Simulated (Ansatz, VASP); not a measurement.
Te: VASP beside Ansatz

The input INCAR:

```
PREC = Accurate ; ENCUT = 520
EDIFF = 1E-6 ; ISMEAR = -1
SIGMA = 0.05 ; LREAL = False
LASPH = True ; NELM = 80
ALGO = Normal ; ISIF = 2
LWAVE = False ; LCHARG = True
GGA = PE ; LELF = True
LVHAR = True ; NBANDS = 9
```

Contents of KPOINTS:

```
regular mesh
0
Gamma
  14 14 14
```

POSCAR

```
Te
1.0
    0.0000000000      2.4170804638      2.4170804638
    2.4170804638      0.0000000000      2.4170804638
    2.4170804638      2.4170804638      0.0000000000
Te
1
Direct
    0.0000000000      0.0000000000      0.0000000000
```

Input for Ansatz:

```yaml
crystal:
  lattice:
    - [0.0, 2.4170804638, 2.4170804638]
    - [2.4170804638, 0.0, 2.4170804638]
    - [2.4170804638, 2.4170804638, 0.0]
  atoms:
    - { symbol: Te, position: [0.0, 0.0, 0.0] }
kpoints:
  mp_grid: { grid: [14, 14, 14] }
  band_path:
    path:
      - [0.0, 0.0, 0.0]
      - [0.5, 0.0, 0.5]
      - [0.625, 0.25, 0.625]
      - [0.375, 0.375, 0.75]
      - [0.0, 0.0, 0.0]
      - [0.5, 0.5, 0.5]
      - [0.5, 0.25, 0.75]
      - [0.5, 0.0, 0.5]
    npoints: 8
scf:
  occupations: { method: fermi_dirac, width: 0.05 }
hamiltonian:
  xc: pbe
  pseudopotentials: { kind: all_electron, lapw: { basis_error: 0.00025 } }
output:
  forces: true
  stress: true
  eigenvalues: true
  fatbands: true
  populations: true
  dos: { projected: true, de: 0.2, e_range: [-14, 8] }
```

Alike in both runs: task single point; functional PBE; k mesh 14 × 14 × 14; occupations fermi-dirac, width 0.05 eV; no spin polarisation.

|  | VASP | Ansatz |
| --- | --- | --- |
| version | VASP 6.6.1 | Ansatz 0.2.0 |
| potentials or method | VASP PAW PBE potentials, release 64 (Te), cutoff 520 eV | all-electron LAPW, scalar-relativistic |

|  | VASP | Ansatz | Ansatz less VASP |
| --- | --- | --- | --- |
| pressure (GPa) | -0.1 | 0.0 | +0.10 |

Ansatz ran all-electron here, and VASP with PAW potentials.

Spin-orbit coupling is off throughout.
